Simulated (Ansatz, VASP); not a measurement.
**CS2: VASP beside Ansatz**

```
C S
1.0
     3.81486    0.00000    0.00000
     0.00000    3.81486    0.00000
     0.00000    0.00000    3.20024
C S
1 2
Direct
  0.00000 0.00000 0.00000
  0.00000 0.50000 0.00000
  0.50000 0.00000 0.00000
```

Alike in both runs: functional PBE; dispersion D3(BJ); k mesh 4 × 4 × 6; occupations gaussian, width 0.1 eV; no spin polarisation.

Ansatz relaxed the structure, and its values are those at the end. VASP's run is a single point on that final structure, the one shown.

|  | VASP | Ansatz |
| --- | --- | --- |
| version | VASP 6.6.1 | Ansatz 0.2.0 |
| potentials or method | VASP PAW PBE potentials, release 64 (C, S), cutoff 520 eV | scalar-relativistic, plane waves, PAW |
| valence electrons in the cell | 16 | 16 |

Ansatz gave:

- gap on the k mesh at the Fermi level (eV): none
- pressure (GPa): 0.0

Task: Estimate VASP's values.

Result: gap on the k mesh at the Fermi level (eV): none; pressure (GPa): -0.3.

A gap of «none» marks a metal or a gap that the smearing closes.

The k mesh is coarse, so the values compare programs but aren't converged.
